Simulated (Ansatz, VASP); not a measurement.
InAs: VASP beside Ansatz

```
In As
1.0
     0.00000    3.10749    2.87730
     3.10749    0.00000    2.87730
     3.10749    3.10749    0.00000
In As
1 1
Cartesian
  3.1075 3.1075 2.8773
  0.0000 0.0000 0.0000
```

Change from the starting cell: strain +0.080 along x and y, +0.000 along z, atoms carried along.

Alike in both runs: task single point; functional LDA; k mesh 14 × 14 × 14; occupations gaussian, width 0.15 eV; no spin polarisation.

```csv
,VASP,Ansatz
version,VASP 6.6.1,Ansatz 0.2.0
potentials or method,"VASP PAW LDA potentials, release 64 (In_d, As), cutoff 520 eV","scalar-relativistic, plane waves, PAW"
valence electrons in the cell,18,28
```

VASP gave:

| Property | Result |
| --- | --- |
| gap on the k mesh at the Fermi level (eV) | none |
| pressure (GPa) | -9.6 |
| traceless stress, the component that is largest in VASP (GPa) | 1.87 |

**Question.** Which values does Ansatz return?

**Answer.** gap on the k mesh at the Fermi level (eV): none; pressure (GPa): -9.6; traceless stress, the component that is largest in VASP (GPa): 1.84.

LDA's correlation is that of Perdew and Zunger in VASP and of Perdew and Wang (1992) in Ansatz. A gap of «none» marks a metal or a gap that the smearing closes. VASP's potentials hold 18 valence electrons a cell and Ansatz's 28, so a difference there can come from the potentials and not from the codes.
